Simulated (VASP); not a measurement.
# AlCo (Amm2) in VASP: further runs

The runs below take AlCo through single point, with PBEsol.

Program: VASP 6.6.1. These are calculated values, not measurements. Logs are shortened: lines on timing, memory, paths and dates and some standing lists are left out, and cuts for length are marked.

## Step 1: The cell of the first run

Symmetry: Amm2, No. 38, orthorhombic system. The conventional cell has a = 2.823 Å, b = 3.992 Å, c = 3.992 Å, α = 90.00°, β = 90.00°, γ = 90.00°. Al (site symmetry mm2) has 8 Co at 2.36 to 2.53 Å and 6 Al at 2.82 Å within 3.1 Å. Co (site symmetry mm2) has 8 Al at 2.36 to 2.53 Å and 6 Co at 2.82 Å within 3.1 Å.

## Step 2: Single point, PBEsol (all Al atoms moved -0.100 Å, as atom 1 along Cartesian [1 -1 0])

Input file INCAR:

```
PREC = Accurate ; ENCUT = 520
EDIFF = 1E-6 ; ISMEAR = 0
SIGMA = 0.15 ; LREAL = F
LASPH = T ; NELM = 80
ALGO = Fast ; ISIF = 2
LWAVE = F ; LCHARG = T
GGA = PS ; LELF = T
LVHAR = T ; NBANDS = 13
```

Input file KPOINTS:

```
Automatic mesh
0
Gamma
  22 22 22
```

Input file POSCAR:

```
AlCo
1.0
    2.8225855357      0.0000000000      0.0000000000
    0.0000000000      2.8225855357      0.0000000000
    0.0000000000      0.0000000000      2.8225855357
Al Co
1 1
Direct
   -0.0250517397      0.0250517397      0.0000000000
    0.5000000000      0.5000000000      0.5000000000
```

Potentials or basis: VASP PAW PBE potentials, release 64 (Al, Co).

On the command line:

```console
$ cat potpaw_PBE.64/Al/POTCAR potpaw_PBE.64/Co/POTCAR > POTCAR
$ mpirun -np 1 vasp_std > vasp.out
```

OUTCAR:

```text
PREC = Accurate
   ENCUT = 520
   EDIFF = 1E-6
   ISMEAR = 0
   LREAL = F
   LASPH = T
   NELM = 80
   ISIF = 2
   GGA = PS

 ion  position               nearest neighbor table
   1  0.975  0.025  0.000-   2 2.36   2 2.36   2 2.45   2 2.45   2 2.45   2 2.45   2 2.53   2 2.53

   2  0.500  0.500  0.500-   1 2.36   1 2.36   1 2.45   1 2.45   1 2.45   1 2.45   1 2.53   1 2.53

  LATTYP: Found a simple cubic cell.
 ALAT       =     2.8225855357

  Lattice vectors:

 A1 = (   2.8225855357,   0.0000000000,   0.0000000000)
 A2 = (   0.0000000000,   2.8225855357,   0.0000000000)
 A3 = (   0.0000000000,   0.0000000000,   2.8225855357)

Analysis of symmetry for initial positions (statically):
=====================================================================
 Subroutine PRICEL returns:
 Original cell was already a primitive cell.

 Routine SETGRP: Setting up the symmetry group for a
 simple cubic supercell.

 Subroutine GETGRP returns: Found  4 space group operations
 (whereof  4 operations were pure point group operations)
 out of a pool of 48 trial point group operations.

The static configuration has the point symmetry C_2v.

Analysis of symmetry for dynamics (positions and initial velocities):
=====================================================================
 Subroutine PRICEL returns:
 Original cell was already a primitive cell.

 Routine SETGRP: Setting up the symmetry group for a
 simple cubic supercell.

 Subroutine GETGRP returns: Found  4 space group operations
 (whereof  4 operations were pure point group operations)
 out of a pool of 48 trial point group operations.

The dynamic configuration has the point symmetry C_2v.

 Subroutine INISYM returns: Found  4 space group operations
 (whereof  4 operations are pure point group operations),
 and found     1 'primitive' translations

----------------------------------------------------------------------------------------

                                     Primitive cell

  volume of cell :      22.4875

  direct lattice vectors                    reciprocal lattice vectors
     2.822585536  0.000000000  0.000000000     0.354285100  0.000000000  0.000000000
     0.000000000  2.822585536  0.000000000     0.000000000  0.354285100  0.000000000
     0.000000000  0.000000000  2.822585536     0.000000000  0.000000000  0.354285100

  length of vectors
     2.822585536  2.822585536  2.822585536     0.354285100  0.354285100  0.354285100

  position of ions in fractional coordinates (direct lattice)
[... 85 lines left out ...]
   ISIF   =      2    stress and relaxation
   ISYM   =      2    0-nonsym 1-usesym 2-fastsym
   POTIM  = 0.5000    time-step for ionic-motion
   TEBEG  =    0.0;   TEEND  =   0.0 temperature during run
   PSTRESS=    0.0 pullay stress
   NELECT =      12.0000    total number of electrons
   NUPDOWN=      -1.0000    fix difference up-down
   EMIN   =  10.00;   EMAX   =-10.00  energy-range for DOS
   EFERMI =   0.00;   METHOD = LEGACY
   ISMEAR =     0;   SIGMA  =   0.15  broadening in eV -4-tet -1-fermi 0-gaus
   EFERMI_NEDOS =   21; number of points for ismear=-14 and -15
   IALGO  =     68    algorithm
   IMIX   =      4    mixing-type and parameters
     AMIX     =   0.40;   BMIX     =  1.00
     AMIX_MAG =   1.60;   BMIX_MAG =  1.00
  volume/ion in A,a.u.               =      11.24        75.88
  Fermi-wavevector in a.u.,A,eV,Ry     =   1.327868  2.509306 23.990236  1.763233
  Thomas-Fermi vector in A             =   2.457148
   LORBIT       =      0    0 simple, 1 ext, 2 COOP (PROOUT), +10 PAW based schemes
   GGA     = PS    functional components
   LHFCALC =     F    Hartree Fock is set to
   AEXX    =    0.0000 exact exchange contribution
   IVDW    =     0    specifies the selected vdW correction
   LEPSILON=     F    determine dielectric tensor
   LRPA    =     F    only Hartree local field effects (RPA)
 non-spin polarized calculation
 RMM-DIIS sequential band-by-band and
 Gauss-broadening in eV      SIGMA  =   0.15
  energy-cutoff  :      520.00
  volume of cell :       22.49
 maximum number of plane-waves:       624
 NGX is ok and might be reduce to    24
   NGX = 11   NGY = 11   NGZ = 11

 number of electron      11.9999996 magnetization

 Free energy of the ion-electron system (eV)
  ---------------------------------------------------
  ext. energy  EPLUGINS =         0.00000000
  ---------------------------------------------------
  free energy    TOTEN  =       -13.04594592 eV

  energy without entropy =      -13.03709570  energy(sigma->0) =      -13.04152081

 E-fermi :  10.8185     XC(G=0): -12.5241

 val. band max:       10.8088818817   @ k =   0.4545   0.4091   0.0909
 cond. band min:      10.8378316969   @ k =   0.3636   0.0909   0.5000
 fundamental gap:      0.0289498152
 Fermi energy:        10.8185287569

 k-point     1 :       0.0000    0.0000    0.0000
  band No.  band energies     occupation
      1      -0.4248      2.00000
      2       7.7084      2.00000
      3       7.7153      2.00000
      4       9.9673      2.00000
      5       9.9826      2.00000
      6       9.9853      2.00000
      7      16.9329      0.00000
      8      16.9530      0.00000
      9      16.9703      0.00000
     10      19.7299      0.00000
     11      19.7366      0.00000
     12      26.4545      0.00000
     13      32.6533      0.00000
[... 354 lines left out ...]
  band No.  band energies     occupation
      1      -0.3447      2.00000
      2       7.7177      2.00000
      3       7.7237      2.00000
      4       9.9374      2.00000
      5       9.9490      2.00000
      6       9.9635      2.00000
      7      16.4178      0.00000
      8      16.7162      0.00000
      9      17.0655      0.00000
     10      19.9355      0.00000
     11      20.3492      0.00000
     12      26.7011      0.00000
     13      31.6503      0.00000

 [... further k-points ...]
[... 5 lines left out ...]
  --------------------------------------------------------------------------------------
  -------------------------------------------------------------------------------------
  Total        0.0596102      0.0596102      0.1068594     -0.1302897      0.0000000      0.0000000
  in kB        4.2470752      4.2470752      7.6134568     -9.2828084      0.0000000      0.0000000
  external PRESSURE =       5.3692024 kB  Pullay stress =       0.0000000 kB

 VOLUME and BASIS-vectors are now :
 -----------------------------------------------------------------------------
  energy-cutoff  :      520.00
  volume of cell :       22.49
      direct lattice vectors                 reciprocal lattice vectors
     2.822585536  0.000000000  0.000000000     0.354285100  0.000000000  0.000000000
     0.000000000  2.822585536  0.000000000     0.000000000  0.354285100  0.000000000
     0.000000000  0.000000000  2.822585536     0.000000000  0.000000000  0.354285100

 POSITION                                       TOTAL-FORCE (eV/Angst)
 -----------------------------------------------------------------------------------
      2.75187      0.07071      0.00000         0.568674     -0.568674      0.000000
      1.41129      1.41129      1.41129        -0.568674      0.568674      0.000000
 -----------------------------------------------------------------------------------
    total drift:                                0.000156     -0.000156     -0.000000

  FREE ENERGIE OF THE ION-ELECTRON SYSTEM (eV)
  ---------------------------------------------------
  free  energy   TOTEN  =       -13.0459459220 eV

  energy  without entropy=      -13.0370956980  energy(sigma->0) =      -13.04152081
```

OSZICAR:

```text
N       E                     dE             d eps       ncg     rms          rms(c)
DAV:   1     0.355327416071E+02    0.35533E+02   -0.52014E+03 42144   0.972E+02
DAV:   2    -0.133069011808E+02   -0.48840E+02   -0.44432E+02 43556   0.173E+02
DAV:   3    -0.149301514369E+02   -0.16233E+01   -0.16108E+01 50761   0.365E+01
DAV:   4    -0.149543370032E+02   -0.24186E-01   -0.24178E-01 48644   0.405E+00
DAV:   5    -0.149551545926E+02   -0.81759E-03   -0.81757E-03 51975   0.809E-01    0.135E+01
RMM:   6    -0.177758100661E+02   -0.28207E+01   -0.17639E+01 49474   0.544E+01    0.187E+01
RMM:   7    -0.130831379540E+02    0.46927E+01   -0.52073E+00 44566   0.284E+01    0.273E+00
RMM:   8    -0.130592356607E+02    0.23902E-01   -0.37975E-02 46220   0.156E+00    0.119E+00
RMM:   9    -0.130660651966E+02   -0.68295E-02   -0.47666E-02 50516   0.192E+00    0.126E+00
RMM:  10    -0.130459004369E+02    0.20165E-01   -0.20072E-02 48928   0.191E+00    0.147E-01
RMM:  11    -0.130461134384E+02   -0.21300E-03   -0.12388E-03 55897   0.244E-01    0.148E-01
RMM:  12    -0.130459400817E+02    0.17336E-03   -0.36264E-04 59305   0.176E-01    0.442E-02
RMM:  13    -0.130459498561E+02   -0.97744E-05   -0.95444E-05 54910   0.640E-02    0.286E-02
RMM:  14    -0.130459449238E+02    0.49324E-05   -0.20037E-05 58862   0.398E-02    0.788E-03
RMM:  15    -0.130459459220E+02   -0.99822E-06   -0.64741E-06 50117   0.156E-02
   1 F= -.13045946E+02 E0= -.13041521E+02  d E =-.885022E-02
```

stdout:

```text
POSCAR found type information on POSCAR AlCo
 POSCAR found :  2 types and       2 ions
 scaLAPACK will be used
 -----------------------------------------------------------------------------
|                                                                             |
|                                                                             |
|     You enforced a specific xc type in the INCAR file but a different       |
|     I HOPE YOU KNOW WHAT YOU ARE DOING!                                     |
|                                                                             |
 -----------------------------------------------------------------------------

 LDA part: xc-table for (Slater+PW92), standard interpolation
 POSCAR, INCAR and KPOINTS ok, starting setup
 FFT: planning ... GRIDC
 FFT: planning ... GRID_SOFT
 FFT: planning ... GRID
 WAVECAR not read
 entering main loop
WARNING in EDDRMM: call to ZHEGV failed, returncode =   6  3     13
WARNING in EDDRMM: call to ZHEGV failed, returncode =   8  4     11
WARNING in EDDRMM: call to ZHEGV failed, returncode =   8  4     10
```

Run time: 15 min. Hardware: 1 thread of AMD EPYC 7R13, shared host; peak memory 0.55 GiB.

Results:

```yaml
Free_energy: -13.0459 eV
Pressure: 0.5 GPa
Largest_force: 0.804 eV/Å
Band_gap_on_the_k_mesh: zero (band 6 reaches 13.18 eV, above the bottom of band 7 at 10.57 eV)
```

Forces in eV/Å, atoms in the order of the input:
```
Al   0.569 -0.569  0.000
Co  -0.569  0.569  0.000
```

Stress tensor (GPa, compression positive):
```
 0.42 -0.93  0.00
-0.93  0.42  0.00
 0.00  0.00  0.76
```

Caveat: the cell differs from its parent crystal (all Al atoms moved -0.100 Å, as atom 1 along Cartesian [1 -1 0]); the PAW data sets were made with another functional, which shifts forces and pressure a little. Spin polarisation is off, so any magnetic state and its effect on volume and gap are missing.

## Step 3: Single point, PBEsol (all Al atoms moved +0.075 Å, as atom 1 along Cartesian [1 -1 0])

Input file INCAR:

```
SYSTEM = AlCo
ALGO     = Fast           ! electronic algorithm
EDIFF    = 1E-6           ! SCF threshold, eV
ENCUT    = 520            ! plane-wave cutoff, eV
GGA      = PS             ! functional
ISIF     = 2              ! what is computed and relaxed
ISMEAR   = 0              ! smearing method
LASPH    = .TRUE.         ! aspherical terms in the spheres
LCHARG   = .FALSE.        ! write CHGCAR
LREAL    = .FALSE.        ! projectors in reciprocal space
LWAVE    = .FALSE.        ! write WAVECAR
NBANDS   = 13             ! bands
NELM     = 60             ! most SCF steps
PREC     = Accurate       ! precision mode
SIGMA    = 0.15           ! smearing width, eV
```

Input file KPOINTS:

```
k-points
0
G
  22 22 22
  0 0 0
```

Changes to POSCAR since step 2:

```diff
@@ -8,3 +8,3 @@
 Direct
-   -0.0250517397      0.0250517397      0.0000000000
+    0.0187888048     -0.0187888048      0.0000000000
     0.5000000000      0.5000000000      0.5000000000
```

Potentials or basis: VASP PAW PBE potentials, release 64 (Al, Co).

On the command line:

```console
$ cat potpaw_PBE.64/Al/POTCAR potpaw_PBE.64/Co/POTCAR > POTCAR
$ mpirun -np 1 vasp_std > vasp.out
```

It took 17 min on 1 thread of AMD EPYC 7R13, shared host; peak memory 0.55 GiB.

Results (log left out):

```
Free energy            : -13.0635 eV
Pressure               : 0.5 GPa
Largest force          : 0.599 eV/Å
Band gap on the k mesh : zero (band 6 reaches 13.19 eV, above the bottom of band 7 at 10.57 eV)
```

Forces on the atoms (eV/Å):
```
Al  -0.424  0.424  0.000
Co   0.424 -0.424  0.000
```

Stress tensor (GPa, compression positive):
```
 0.48 -0.52  0.00
-0.52  0.48  0.00
 0.00  0.00  0.66
```

Levels at points of the mesh, in eV from the Fermi level:
| k point | band 2 | band 3 | band 4 | band 5 | band 6 | band 7 | band 8 | band 9 | band 10 | band 11 |
| --- | --- | --- | --- | --- | --- | --- | --- | --- | --- | --- |
| (0.00, 0.00, 0.00) | -3.11 | -3.10 | -0.84 | -0.84 | -0.83 | 6.12 | 6.13 | 6.14 | 8.90 | 8.91 |
| (0.50, 0.00, 0.00) | -6.74 | -2.49 | -1.75 | -1.75 | -0.72 | 0.19 | 8.49 | 10.76 | 10.77 | 11.98 |
| (0.00, 0.00, 0.50) | -6.76 | -2.49 | -1.75 | -1.75 | -0.72 | 0.19 | 8.48 | 10.78 | 10.78 | 11.96 |
| (0.50, 0.50, 0.00) | -3.22 | -2.71 | -2.67 | -1.55 | -1.54 | -0.25 | 2.50 | 3.68 | 13.12 | 16.10 |
| (0.00, 0.50, 0.50) | -3.20 | -2.72 | -2.70 | -1.53 | -1.53 | -0.25 | 2.50 | 3.68 | 13.13 | 15.81 |
| (0.50, 0.50, 0.50) | -4.05 | -4.04 | -0.21 | -0.21 | 2.37 | 2.38 | 2.38 | 4.37 | 5.55 | 5.56 |

Caveat: the cell differs from its parent crystal (all Al atoms moved +0.075 Å, as atom 1 along Cartesian [1 -1 0]); the PAW data sets were made with another functional, which shifts forces and pressure a little.

(Part 1 of 2 ends here.)
